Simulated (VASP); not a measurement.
A run of VASP 6.6.1:

INCAR

```
SYSTEM = ZnCu
PREC = Accurate
ENCUT = 520
EDIFF = 1E-7
ISMEAR = 0
SIGMA = 0.1
LREAL = .FALSE.
LASPH = .TRUE.
NELM = 80
ALGO = Normal
ISIF = 2
LWAVE = .FALSE.
LCHARG = .TRUE.
GGA = PE
LELF = .TRUE.
LVHAR = .TRUE.
NBANDS = 18
```

File KPOINTS:

```
regular mesh
0
G
  6 6 6
  0 0 0
```

File POSCAR:

```
ZnCu
1.0
    2.9450000000      0.0000000000      0.0000000000
    0.0000000000      2.9450000000      0.0000000000
    0.0000000000      0.0000000000      2.9450000000
Zn Cu
1 1
Direct
    0.5000000000      0.5000000000      0.5000000000
    0.0000000000      0.0000000000      0.0000000000
```

Potentials or basis: VASP PAW PBE potentials, release 64 (Zn, Cu).

The run is started by

```sh
$ cat potpaw_PBE.64/Zn/POTCAR potpaw_PBE.64/Cu/POTCAR > POTCAR
$ mpirun -np 1 vasp_std > vasp.out
```

Hardware: 1 thread of Intel(R) Xeon(R) 6975P-C (Granite Rapids) (shared host).

**Question.** Estimate the wall time of this run.

**Answer.** Wall time 6.4 s on 1 thread of Intel(R) Xeon(R) 6975P-C (Granite Rapids) (shared host), peak memory 0.13 GiB. Counts: scf iterations 14, k points 20.
